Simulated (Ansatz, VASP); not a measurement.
# Ta: VASP beside Ansatz

```
CELL_PARAMETERS angstrom
2.87529 0.00000 0.00000
-0.95843 2.71085 0.00000
0.00000 0.00000 20.69530
ATOMIC_POSITIONS crystal
Ta 0.00000 0.00000 0.38656
Ta 0.50000 0.50000 0.50000
Ta 0.00000 0.00000 0.61344
```

Alike in both runs: task single point; functional PBE; k mesh 13 × 13 × 1; occupations fermi-dirac, width 0.1 eV; no spin polarisation.

|  | VASP | Ansatz |
| --- | --- | --- |
| version | VASP 6.6.1 | Ansatz 0.2.0 |
| potentials or method | VASP PAW PBE potentials, release 64 (Ta_pv), cutoff 400 eV | all-electron LAPW, scalar-relativistic |

```tsv
	VASP	Ansatz	Ansatz less VASP
rms of the force components (eV/Å)	0.232	0.231	-0.0010
```

Atom by atom the forces differ by 0.001 eV/Å (rms over components). Ansatz ran all-electron here, and VASP with PAW potentials.

Spin-orbit coupling is off throughout.
